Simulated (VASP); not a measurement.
A run of VASP 6.6.1 is set up as follows.

File POSCAR:

```
Mg5O6
1.0
    2.9728306127      0.0000000000      0.0000000000
   -1.4864153063      2.5745468317      0.0000000000
    0.0000000000      0.0000000000     27.1365301546
O Mg
6 5
Direct
    0.3333333333      0.6666666667      0.2763802136
    0.0000000000      0.0000000000      0.3658281281
    0.6666666667      0.3333333333      0.4552760427
    0.3333333333      0.6666666667      0.5447239573
    0.0000000000      0.0000000000      0.6341718719
    0.6666666667      0.3333333333      0.7236197864
    0.6666666667      0.3333333333      0.3211041709
    0.3333333333      0.6666666667      0.4105520854
    0.0000000000      0.0000000000      0.5000000000
    0.6666666667      0.3333333333      0.5894479146
    0.3333333333      0.6666666667      0.6788958291
```

Contents of INCAR.step1:

```
SYSTEM = Mg5O6
PREC = Accurate ; ENCUT = 520
ISMEAR = 0 ; SIGMA = 0.05
LREAL = .FALSE. ; LASPH = .TRUE.
NELM = 80 ; LDIPOL = .TRUE.
IDIPOL = 3 ; DIPOL = 0.5 0.5 0.500
NBANDS = 34 ; GGA = PE
ALGO = Normal ; EDIFF = 1E-4
LWAVE = .TRUE. ; LCHARG = .FALSE.
```

Contents of INCAR.step2:

```
SYSTEM = Mg5O6
PREC = Accurate ; ENCUT = 520
EDIFF = 1E-7 ; ISMEAR = 0
SIGMA = 0.05 ; LREAL = .FALSE.
LASPH = .TRUE. ; NELM = 80
ALGO = Normal ; ISIF = 2
LWAVE = .FALSE. ; LCHARG = .FALSE.
LDIPOL = .TRUE. ; IDIPOL = 3
DIPOL = 0.5 0.5 0.500 ; METAGGA = R2SCAN
LMIXTAU = .TRUE. ; NBANDS = 34
ISTART = 1
```

The input KPOINTS:

```
Automatic mesh
0
G
  9 9 1
  0 0 0
```

Potentials or basis: VASP PAW PBE potentials, release 64 (O, Mg).

Command:

```bash
$ cat potpaw_PBE.64/O/POTCAR potpaw_PBE.64/Mg/POTCAR > POTCAR
$ cp INCAR.step1 INCAR
$ mpirun -np 1 vasp_std > vasp.out
$ cp INCAR.step2 INCAR
$ mpirun -np 1 vasp_std > vasp.out
```

Task: What does it give for the largest force?

Result: 1.020 eV/Å.

Task: What does it give for the band gap on the k mesh?

Result: Zero (bands 23 and 24 overlap by 0.57 eV).

Forces in eV/Å, atoms in the order of the input:
```
O    0.000  0.000  0.810
O    0.000  0.000  0.322
O    0.000  0.000  0.046
O    0.000  0.000 -0.046
O    0.000  0.000 -0.322
O    0.000  0.000 -0.810
Mg   0.000  0.000 -1.020
Mg   0.000  0.000 -0.103
Mg   0.000  0.000  0.000
Mg   0.000  0.000  0.103
Mg   0.000  0.000  1.020
```

Caveat: the PAW data sets were made with another functional, which shifts forces and pressure a little.
